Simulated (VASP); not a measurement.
**Mg4HO8 (a cell with a defect): single point with LDA**

Mg4HO8 (a cell with a defect):

```
Mg O H
1.0
    -3.11595   -1.79900    3.42557
     3.11595   -1.79900    3.42557
     0.00000    3.59799    3.42557
Mg O H
4 8 1
Direct
  0.00000 0.00000 0.00000
  0.50000 0.50000 0.00000
  0.50000 0.00000 0.50000
  0.00000 0.50000 0.50000
  0.42942 0.42942 0.42942
  0.92942 0.92942 0.42942
  0.92942 0.42942 0.92942
  0.42942 0.92942 0.92942
  0.57058 0.57058 0.57058
  0.07058 0.07058 0.57058
  0.07058 0.57058 0.07058
  0.57058 0.07058 0.07058
  0.04169 0.12502 0.33335
```

```
Program             : VASP 6.6.1
Task                : single point
Functional          : LDA
Potentials or basis : VASP PAW LDA potentials, release 64 (Mg, O, H)
Cutoff              : 520 eV
k mesh              : 6 × 6 × 6
Occupations         : gaussian, width 0.05 eV
Spin                : no spin polarisation
```

```yaml
Largest_force: 3.101 eV/Å
```

Forces in eV/Å, atoms in the order of the input:
```
Mg  -0.208 -0.642 -1.336
Mg   0.025 -0.095  0.015
Mg  -0.217  0.157  0.152
Mg   0.500  0.065  0.679
O   -0.028  0.016 -0.343
O    0.079 -0.005 -3.023
O   -0.193  0.232 -0.369
O    0.094  0.094 -0.286
O   -0.034  0.000  0.260
O   -0.072 -0.040  3.100
O   -0.135  0.233  0.410
O    0.048  0.092  0.368
H    0.139 -0.107  0.372
```

Levels at points of the mesh, in eV from the Fermi level:
```tsv
k point	band 25	band 26	band 27	band 28	band 29	band 30	band 31	band 32
(0.00, 0.00, 0.00)	-1.37	-0.50	-0.40	-0.21	1.78	2.71	3.72	3.82
(0.50, 0.00, 0.00)	-1.33	-1.14	-0.61	-0.40	2.01	3.16	3.94	4.06
(0.00, 0.50, 0.00)	-1.14	-1.01	-0.67	-0.47	2.01	3.56	3.89	4.14
(0.00, 0.00, 0.50)	-1.01	-0.97	-0.72	-0.52	2.01	3.81	3.89	4.19
(0.50, 0.50, 0.00)	-1.06	-1.00	-0.96	-0.71	1.93	3.47	4.06	4.36
(0.50, 0.00, 0.50)	-1.13	-1.07	-0.94	-0.66	1.92	3.33	4.16	4.23
(0.00, 0.50, 0.50)	-1.27	-1.25	-0.90	-0.58	1.92	3.07	4.12	4.33
(0.50, 0.50, 0.50)	-1.28	-1.23	-0.23	-0.21	1.41	2.80	3.38	4.33
```

It took 3.5 min on 1 thread of Intel(R) Xeon(R) 6975P-C (Granite Rapids), with other jobs on the host, peak memory 0.48 GiB.

Caveat: the cell carries a net charge on a neutralising background, which shifts energy and pressure; the cell is charged against a uniform background, so pressure and absolute levels hang on convention.
